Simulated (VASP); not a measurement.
# Si (Pmma) in VASP: single point with r2SCAN

Aim: the single point of Si with r2SCAN.

Everything below comes from runs of VASP 6.6.1. Logs are shortened: lines on timing, memory, paths and dates and some standing lists are left out, and cuts for length are marked.

## 1. The cell of the first run

Symmetry: Pmma, No. 51, orthorhombic system. The conventional cell has a = 4.554 Å, b = 2.494 Å, c = 2.629 Å, α = 90.00°, β = 90.00°, γ = 90.00°. Si (site symmetry mm2) has 8 Si at 2.49 to 2.67 Å within 3.3 Å.

## 2. Single point, r2SCAN (atoms displaced along a vibrational mode)

The input, POSCAR:

```
Si
1.0
    0.0000000000      0.0000000000      2.4937990725
    2.6290009028      0.0000000000      0.0000000000
   -0.0000000001      4.5535631368      0.0000000000
Si
2
Direct
    0.0000000000      0.0142639738      0.0000000000
    0.0000000000      0.4857360262      0.5000000000
```

The input, INCAR.step1:

```
ALGO     = Normal         # electronic algorithm
EDIFF    = 1E-4           # SCF threshold, eV
ENCUT    = 520            # plane-wave cutoff, eV
GGA      = PE             # functional
ISMEAR   = 0              # smearing method
LASPH    = True           # aspherical terms in the spheres
LCHARG   = False          # write CHGCAR
LREAL    = False          # projectors in reciprocal space
LWAVE    = True           # write WAVECAR
NBANDS   = 11             # bands
NELM     = 100            # most SCF steps
PREC     = Accurate       # precision mode
SIGMA    = 0.15           # smearing width, eV
```

The input, INCAR.step2:

```
ALGO     = Normal         # electronic algorithm
EDIFF    = 1E-7           # SCF threshold, eV
ENCUT    = 520            # plane-wave cutoff, eV
ISIF     = 2              # what is computed and relaxed
ISMEAR   = 0              # smearing method
ISTART   = 1            
LASPH    = True           # aspherical terms in the spheres
LCHARG   = False          # write CHGCAR
LMIXTAU  = True         
LREAL    = False          # projectors in reciprocal space
LWAVE    = False          # write WAVECAR
METAGGA  = R2SCAN         # meta-GGA
NBANDS   = 11             # bands
NELM     = 100            # most SCF steps
PREC     = Accurate       # precision mode
SIGMA    = 0.15           # smearing width, eV
```

The input, KPOINTS:

```
k-points
0
Gamma
  24 22 14
```

Potentials or basis: VASP PAW PBE potentials, release 64 (Si).

Run with:

```sh
cat potpaw_PBE.64/Si/POTCAR > POTCAR
cp INCAR.step1 INCAR
mpirun -np 1 vasp_std > vasp.out
cp INCAR.step2 INCAR
mpirun -np 1 vasp_std > vasp.out
```

OUTCAR:

```text
EDIFF = 1E-7
   ENCUT = 520
   ISIF = 2
   ISMEAR = 0
   ISTART = 1
   LASPH = True
   LREAL = False
   METAGGA = R2SCAN
   NELM = 100
   PREC = Accurate

 ion  position               nearest neighbor table
   1  0.000  0.014  0.000-   2 2.59   2 2.59   2 2.67   2 2.67
   2  0.000  0.486  0.500-   1 2.59   1 2.59   1 2.67   1 2.67

  LATTYP: Found a simple orthorhombic cell.
 ALAT       =     2.4937990725
 B/A-ratio  =     1.0542152059
 C/A-ratio  =     1.8259542988

  Lattice vectors:

 A1 = (   0.0000000000,   0.0000000000,   2.4937990725)
 A2 = (   2.6290009028,   0.0000000000,   0.0000000000)
 A3 = (  -0.0000000001,   4.5535631368,   0.0000000000)

Analysis of symmetry for initial positions (statically):
=====================================================================
 Subroutine PRICEL returns:
 Original cell was already a primitive cell.

 Routine SETGRP: Setting up the symmetry group for a
 simple orthorhombic supercell.

 Subroutine GETGRP returns: Found  8 space group operations
 (whereof  4 operations were pure point group operations)
 out of a pool of  8 trial point group operations.

The static configuration has the point symmetry C_2v.
 The point group associated with its full space group is D_2h.

Analysis of symmetry for dynamics (positions and initial velocities):
=====================================================================
 Subroutine PRICEL returns:
 Original cell was already a primitive cell.

 Routine SETGRP: Setting up the symmetry group for a
 simple orthorhombic supercell.

 Subroutine GETGRP returns: Found  8 space group operations
 (whereof  4 operations were pure point group operations)
 out of a pool of  8 trial point group operations.

The dynamic configuration has the point symmetry C_2v.
 The point group associated with its full space group is D_2h.

 Subroutine INISYM returns: Found  8 space group operations
 (whereof  4 operations are pure point group operations),
 and found     1 'primitive' translations

----------------------------------------------------------------------------------------

                                     Primitive cell

  volume of cell :      29.8541

  direct lattice vectors                    reciprocal lattice vectors
     0.000000000  0.000000000  2.493799072     0.000000000  0.000000000  0.400994615
     2.629000903  0.000000000  0.000000000     0.380372635  0.000000000  0.000000000
[... 88 lines left out ...]
   NSW    =      0    number of steps for IOM
   IBRION =     -1    ionic relax: 0-MD 1-quasi-New 2-CG
   NFREE  =      0    steps in history (QN), initial steepest desc. (CG)
   ISIF   =      2    stress and relaxation
   ISYM   =      2    0-nonsym 1-usesym 2-fastsym
   POTIM  = 0.5000    time-step for ionic-motion
   TEBEG  =    0.0;   TEEND  =   0.0 temperature during run
   PSTRESS=    0.0 pullay stress
   NELECT =       8.0000    total number of electrons
   NUPDOWN=      -1.0000    fix difference up-down
   EMIN   =  10.00;   EMAX   =-10.00  energy-range for DOS
   EFERMI =   0.00;   METHOD = LEGACY
   ISMEAR =     0;   SIGMA  =   0.15  broadening in eV -4-tet -1-fermi 0-gaus
   EFERMI_NEDOS =   21; number of points for ismear=-14 and -15
   IALGO  =     38    algorithm
   IMIX   =      4    mixing-type and parameters
     AMIX     =   0.40;   BMIX     =  1.00
     AMIX_MAG =   1.60;   BMIX_MAG =  1.00
  volume/ion in A,a.u.               =      14.93       100.73
  Fermi-wavevector in a.u.,A,eV,Ry     =   1.055448  1.994508 15.156498  1.113971
  Thomas-Fermi vector in A             =   2.190647
   LORBIT       =      0    0 simple, 1 ext, 2 COOP (PROOUT), +10 PAW based schemes
   METAGGA = R2SCAN    functional components
   LHFCALC =     F    Hartree Fock is set to
   AEXX    =    0.0000 exact exchange contribution
   IVDW    =     0    specifies the selected vdW correction
   LEPSILON=     F    determine dielectric tensor
   LRPA    =     F    only Hartree local field effects (RPA)
 non-spin polarized calculation
 Gauss-broadening in eV      SIGMA  =   0.15
  energy-cutoff  :      520.00
  volume of cell :       29.85
 maximum number of plane-waves:       828
 NGX is ok and might be reduce to    20
   NGX =  9   NGY =  9   NGZ = 17

 number of electron       8.0000000 magnetization

 Free energy of the ion-electron system (eV)
  ---------------------------------------------------
  ext. energy  EPLUGINS =         0.00000000
  ---------------------------------------------------
  free energy    TOTEN  =       -16.65206853 eV

  energy without entropy =      -16.64327375  energy(sigma->0) =      -16.64767114

 E-fermi :   9.4991     XC(G=0): -11.5884

 val. band max:        9.4933163793   @ k =   0.1250   0.0455   0.4286
 cond. band min:       9.4993110420   @ k =   0.2500   0.0909   0.4286
 fundamental gap:      0.0059946627
 Fermi energy:         9.4990773242

 k-point     1 :       0.0000    0.0000    0.0000
  band No.  band energies     occupation
      1      -5.2783      2.00000
      2       1.5913      2.00000
      3       2.3841      2.00000
      4      15.0078      0.00000
      5      16.3891      0.00000
      6      17.2653      0.00000
      7      17.5345      0.00000
      8      20.5137      0.00000
      9      20.5202      0.00000
     10      22.5102      0.00000
     11      22.5428      0.00000
[... 309 lines left out ...]
 k-point    24 :       0.4167    0.0455   -0.0000
  band No.  band energies     occupation
      1      -1.2532      2.00000
      2       3.3351      2.00000
      3       5.7039      2.00000
      4       5.7347      2.00000
      5       9.3919      1.68794
      6      12.2073      0.00000
      7      17.5433      0.00000
      8      22.4249      0.00000
      9      22.8107      0.00000
     10      23.1213      0.00000
     11      23.2589      0.00000

 [... further k-points ...]
[... 5 lines left out ...]
  --------------------------------------------------------------------------------------
  -------------------------------------------------------------------------------------
  Total        0.2078705      0.2062375     -0.3815875     -0.0000000      0.0000000     -0.0000000
  in kB       11.1557784     11.0681403    -20.4786447     -0.0000000      0.0000000     -0.0000000
  external PRESSURE =       0.5817580 kB  Pullay stress =       0.0000000 kB

 VOLUME and BASIS-vectors are now :
 -----------------------------------------------------------------------------
  energy-cutoff  :      520.00
  volume of cell :       29.85
      direct lattice vectors                 reciprocal lattice vectors
     0.000000000  0.000000000  2.493799072     0.000000000  0.000000000  0.400994615
     2.629000903  0.000000000  0.000000000     0.380372635  0.000000000  0.000000000
    -0.000000000  4.553563137  0.000000000     0.000000000  0.219608243  0.000000000

 POSITION                                       TOTAL-FORCE (eV/Angst)
 -----------------------------------------------------------------------------------
      0.03750      0.00000      0.00000        -0.044356      0.000000      0.000000
      1.27700      2.27678      0.00000         0.044356      0.000000      0.000000
 -----------------------------------------------------------------------------------
    total drift:                                0.000000     -0.000000     -0.000000

  FREE ENERGIE OF THE ION-ELECTRON SYSTEM (eV)
  ---------------------------------------------------
  free  energy   TOTEN  =       -16.6520685264 eV

  energy  without entropy=      -16.6432737492  energy(sigma->0) =      -16.64767114
```

OUTCAR.step1:

```text
EDIFF = 1E-4
   ENCUT = 520
   GGA = PE
   ISMEAR = 0
   LASPH = True
[... 561 lines left out ...]
 -----------------------------------------------------------------------------------
      0.03750      0.00000      0.00000        -0.052974      0.000000      0.000000
      1.27700      2.27678      0.00000         0.052974      0.000000      0.000000
 -----------------------------------------------------------------------------------
    total drift:                                0.000000     -0.000000      0.000000

  FREE ENERGIE OF THE ION-ELECTRON SYSTEM (eV)
  ---------------------------------------------------
  free  energy   TOTEN  =       -10.2292523747 eV

  energy  without entropy=      -10.2200613795  energy(sigma->0) =      -10.22465688
```

OSZICAR.step1:

```text
N       E                     dE             d eps       ncg     rms          rms(c)
DAV:   1     0.423731518470E+01    0.42373E+01   -0.33987E+03 27544   0.583E+02
DAV:   2    -0.981938928936E+01   -0.14057E+02   -0.13420E+02 36186   0.827E+01
DAV:   3    -0.102398877436E+02   -0.42050E+00   -0.41585E+00 35615   0.110E+01
DAV:   4    -0.102417890021E+02   -0.19013E-02   -0.19003E-02 33428   0.895E-01
DAV:   5    -0.102417975742E+02   -0.85721E-05   -0.85715E-05 34623   0.545E-02    0.410E+00
DAV:   6    -0.102342227876E+02    0.75748E-02   -0.37515E-03 31915   0.322E-01    0.235E+00
DAV:   7    -0.102292424579E+02    0.49803E-02   -0.81107E-03 30809   0.489E-01    0.194E-01
DAV:   8    -0.102292523747E+02   -0.99168E-05   -0.37835E-04 32107   0.125E-01
   1 F= -.10229252E+02 E0= -.10224657E+02  d E =-.919100E-02
```

Run time: 14 min. Hardware: 1 thread of AMD EPYC 7R13 (Zen 3), shared host; peak memory 0.38 GiB.

Results:

* Free energy: -16.6521 eV
* Pressure: 0.1 GPa
* Largest force: 0.044 eV/Å
* Band gap on the k mesh: zero (bands 4 and 5 overlap by 7.89 eV)

Forces on the atoms (eV/Å):
```
Si  -0.044  0.000  0.000
Si   0.044  0.000  0.000
```

Caveat: the cell differs from its parent crystal (atoms displaced along a vibrational mode); the PAW data sets were made with another functional, which shifts forces and pressure a little.
